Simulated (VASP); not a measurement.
Here is a VASP 6.6.1 calculation.

Contents of INCAR:

```
SYSTEM = V
PREC     = Accurate       ! precision mode
ENCUT    = 520            ! plane-wave cutoff, eV
EDIFF    = 1E-6           ! SCF threshold, eV
ISMEAR   = -1             ! smearing method
SIGMA    = 0.1            ! smearing width, eV
LREAL    = .False.        ! projectors in reciprocal space
LASPH    = .True.         ! aspherical terms in the spheres
NELM     = 60             ! most SCF steps
ALGO     = Normal         ! electronic algorithm
ISIF     = 2              ! what is computed and relaxed
LWAVE    = .False.        ! write WAVECAR
LCHARG   = .False.        ! write CHGCAR
GGA      = PE             ! functional
NBANDS   = 12             ! bands
```

Contents of KPOINTS:

```
regular mesh
0
Gamma
  24 24 24
  0 0 0
```

Contents of POSCAR:

```
V
1.0
   -1.4366364468      1.4366364468      1.4366364468
    1.4366364468     -1.4366364468      1.4366364468
    1.4366364468      1.4366364468     -1.4366364468
V
1
Direct
    0.0000000000      0.0000000000      0.0000000000
```

Potentials or basis: VASP PAW PBE potentials, release 64 (V_sv).

Command:

```console
$ cat potpaw_PBE.64/V_sv/POTCAR > POTCAR
$ mpirun -np 1 vasp_std > vasp.out
```

Task: Estimate the pressure.

Result: 29.9 GPa.
